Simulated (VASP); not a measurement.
Here is a VASP 6.6.1 calculation.

Contents of INCAR:

```
ALGO = Normal ; EDIFF = 1E-6
ENCUT = 600 ; GGA = PS
GGA_COMPAT = F ; ISIF = 2
ISMEAR = 0 ; LASPH = T
LCHARG = F ; LREAL = F
LWAVE = F ; NBANDS = 11
NELM = 120 ; PREC = Accurate
SIGMA = 0.05
```

The input KPOINTS:

```
k-points
0
Gamma
  6 6 6
```

POSCAR

```
MgO
1.0
    0.0000000000      2.2877431846      2.2877431846
    2.2877431846      0.0000000000      2.2877431846
    2.2877431846      2.2877431846      0.0000000000
Mg O
1 1
Direct
    0.0000000000      0.0000000000      0.0000000000
    0.2500000000      0.2500000000      0.2500000000
```

Potentials or basis: VASP PAW PBE potentials, release 64 (Mg, O).

The run is started by

```sh
$ cat potpaw_PBE.64/Mg/POTCAR potpaw_PBE.64/O/POTCAR > POTCAR
$ mpirun -np 1 vasp_std > vasp.out
```

Estimate the band gap on the k mesh.

3.49 eV, direct.

Predict the pressure.

-0.5 GPa.

Caveat: the PAW data sets were made with another functional, which shifts forces and pressure a little. PBEsol gaps usually lie below the measured ones, often by a third to a half.
